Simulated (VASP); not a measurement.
## TaN: single point with PBE

Crystal: TaN.

```
Ta N
1.0
     5.22759    0.00000    0.00000
    -2.61380    4.52723    0.00000
     0.00000    0.00000    2.92100
Ta N
3 3
Direct
  0.00000 0.00000 0.00000
  0.66667 0.33333 0.50000
  0.33333 0.66667 0.50000
  0.00000 0.39247 0.00000
  0.60753 0.60753 0.00000
  0.39247 0.00000 0.00000
```

| Quantity | Value |
| --- | --- |
| Program | VASP 6.6.1 |
| Task | single point |
| Functional | PBE |
| Potentials or basis | VASP PAW PBE potentials, release 64 (Ta_pv, N) |
| Cutoff | 520 eV |
| k mesh | 6 × 6 × 9 |
| Occupations | fermi-dirac, width 0.05 eV |
| Spin | no spin polarisation |

* Pressure: 0.7 GPa
* Largest force: 0.005 eV/Å
* Band gap on the k mesh: zero (band 24 reaches 9.91 eV, above the bottom of band 25 at 6.84 eV)

Forces in eV/Å, atoms in the order of the input:
```
Ta   0.000  0.000  0.000
Ta   0.000  0.000  0.000
Ta   0.000  0.000  0.000
N   -0.002  0.004  0.000
N   -0.002 -0.004  0.000
N    0.005  0.000  0.000
```

Stress tensor (GPa, compression positive):
```
0.73 0.00 0.00
0.00 0.73 0.00
0.00 0.00 0.59
```

Levels at points of the mesh, in eV from the Fermi level:
| k point | band 20 | band 21 | band 22 | band 23 | band 24 | band 25 | band 26 | band 27 | band 28 | band 29 |
| --- | --- | --- | --- | --- | --- | --- | --- | --- | --- | --- |
| (0.00, 0.00, 0.00) | -4.94 | -4.18 | -3.27 | -1.88 | -0.88 | -0.88 | 0.64 | 0.64 | 1.78 | 1.91 |
| (0.50, 0.00, 0.00) | -4.50 | -3.84 | -3.80 | -2.79 | -2.57 | 1.21 | 1.81 | 1.91 | 2.42 | 2.42 |

Wall time 31 s on 1 thread of Intel(R) Xeon(R) 6975P-C (Granite Rapids), on a shared host, peak memory 0.22 GiB.

Caveat: spin-orbit coupling is left out, which moves the levels of the heavy elements.
